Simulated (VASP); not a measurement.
Mg: single point with PBE

The system is Mg.

```
Mg
1.0
    -1.52079    1.52079    1.47650
     1.52079   -1.52079    1.47650
     1.52079    1.52079   -1.47650
Mg
1
Cartesian
  0.0000 0.0000 0.0000
```

This cell differs from its parent crystal: equal xx and yy strain of +3 %.

```
Program             : VASP 6.6.1
Task                : single point
Functional          : PBE
Potentials or basis : VASP PAW PBE potentials, release 64 (Mg)
Cutoff              : 520 eV
k mesh              : 16 × 16 × 16
Occupations         : fermi-dirac, width 0.05 eV
Spin                : no spin polarisation
```

```
Pressure               : 50.7 GPa
Band gap on the k mesh : zero (bands 1 and 2 overlap by 4.79 eV)
```

Stress tensor (GPa, compression positive):
```
50.07  0.00  0.00
 0.00 50.07  0.00
 0.00  0.00 52.10
```

Levels at points of the mesh, in eV from the Fermi level:
```
           k point  band 1  band 2  band 3  band 4  band 5  band 6
(0.00, 0.00, 0.00)   -9.51   16.41   17.26   17.26   19.15   20.08
(0.50, 0.00, 0.00)   -2.18   -0.83   10.39   13.90   14.14   16.75
(0.50, 0.50, 0.00)   -2.39   -1.05   11.13   14.60   14.91   16.77
(0.50, 0.50, 0.50)    3.74    4.15    5.54    5.54    6.55   14.65
```

Wall time 40 s on 1 thread of Intel Xeon 8259CL, on a shared host, peak memory 0.15 GiB.

Caveat: the cell differs from its parent crystal (equal xx and yy strain of +3 %); the cell stands under pressure.
